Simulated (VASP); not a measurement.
# MgO: single point with PBE

The system is MgO.

```
CELL_PARAMETERS angstrom
3.43456 0.00000 0.00000
-1.71728 2.97441 0.00000
0.00000 0.00000 10.35965
ATOMIC_POSITIONS crystal
Mg 0.33333 0.66667 0.96949
Mg 0.00000 0.00000 0.22082
Mg 0.00000 0.00000 0.72082
Mg 0.66667 0.33333 0.46949
O 0.33333 0.66667 0.78004
O 0.00000 0.00000 0.52964
O 0.00000 0.00000 0.02964
O 0.66667 0.33333 0.28004
```

This cell differs from its parent crystal: volume 13.229 Å^3 an atom, c/a of the conventional cell 3.0163.

```
Program                : VASP 6.6.1
Task                   : single point
Functional             : PBE
Potentials or basis    : VASP PAW PBE potentials, release 64 (Mg, O)
Cutoff                 : 520 eV
k mesh                 : 9 × 9 × 4
Occupations            : gaussian, width 0.05 eV
Spin                   : no spin polarisation
Dipole correction      : no
Further INCAR settings : ALGO = Normal; EDIFF = 1e-06; NBANDS = 26
```

```yaml
Pressure: -7.6 GPa
Largest_force: 0.437 eV/Å
Band_gap_on_the_k_mesh: 2.92 eV, direct
```

Forces on the atoms (eV/Å):
```
Mg   0.000  0.000  0.374
Mg   0.000  0.000  0.437
Mg   0.000  0.000  0.437
Mg   0.000  0.000  0.374
O    0.000  0.000 -0.405
O    0.000  0.000 -0.407
O    0.000  0.000 -0.407
O    0.000  0.000 -0.405
```

Stress tensor (GPa, compression positive):
```
-11.33   0.00   0.00
  0.00 -11.33   0.00
  0.00   0.00  -0.21
```

Levels at points of the mesh, in eV from the valence-band top:
```tsv
k point	band 14	band 15	band 16	band 17	band 18	band 19
(0.00, 0.00, 0.00)	-0.23	-0.23	0.00	2.92	5.18	5.33
(0.00, 0.00, 0.50)	-0.28	-0.28	-0.28	3.75	3.75	6.75
```

Wall time 2.1 min on 1 thread of AMD EPYC 7R43 64-Core Processor (Zen 3), on a shared host, peak memory 0.24 GiB.

 A k mesh can miss the band edges.
